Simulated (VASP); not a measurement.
A run of VASP 6.6.1:

POSCAR

```
C
1.0
    0.0000000000      1.8068380860      1.8068380860
    1.8068380860      0.0000000000      1.8068380860
    1.8068380860      1.8068380860      0.0000000000
C
2
Direct
    0.7500000000      0.7500000000      0.7500000000
    0.5000000000      0.5000000000      0.5000000000
```

Contents of INCAR.step1:

```
PREC = Accurate ; ENCUT = 520
EDIFF = 1E-5 ; ISMEAR = -1
SIGMA = 0.05 ; LREAL = F
LASPH = T ; NELM = 80
ALGO = Normal ; ISIF = 2
LWAVE = T ; LCHARG = F
GGA = PE ; NBANDS = 11
```

The input INCAR.step2:

```
PREC = Accurate ; ENCUT = 520
EDIFF = 1E-6 ; ISMEAR = -1
SIGMA = 0.05 ; LREAL = F
LASPH = T ; NELM = 80
ALGO = Normal ; ISIF = 2
LWAVE = F ; LCHARG = F
METAGGA = R2SCAN ; LHFCALC = T
AEXX = 0.5 ; LMIXTAU = T
PRECFOCK = Normal ; ISTART = 1
NBANDS = 11
```

KPOINTS

```
Automatic mesh
0
Gamma
  7 7 7
```

Potentials or basis: VASP PAW PBE potentials, release 64 (C).

Launch:

```console
$ cat potpaw_PBE.64/C/POTCAR > POTCAR
$ cp INCAR.step1 INCAR
$ mpirun -np 1 vasp_std > vasp.out
$ cp INCAR.step2 INCAR
$ mpirun -np 1 vasp_std > vasp.out
```

Hardware: 1 thread of Intel(R) Xeon(R) Platinum 8124M CPU @ 3.00GHz (Skylake/Cascade Lake) (shared host).

**Question.** Estimate the wall time of this run.

**Answer.** Wall time 5.4 min on 1 thread of Intel(R) Xeon(R) Platinum 8124M CPU @ 3.00GHz (Skylake/Cascade Lake), with other jobs on the host, peak memory 0.13 GiB. Counts: k points 20.
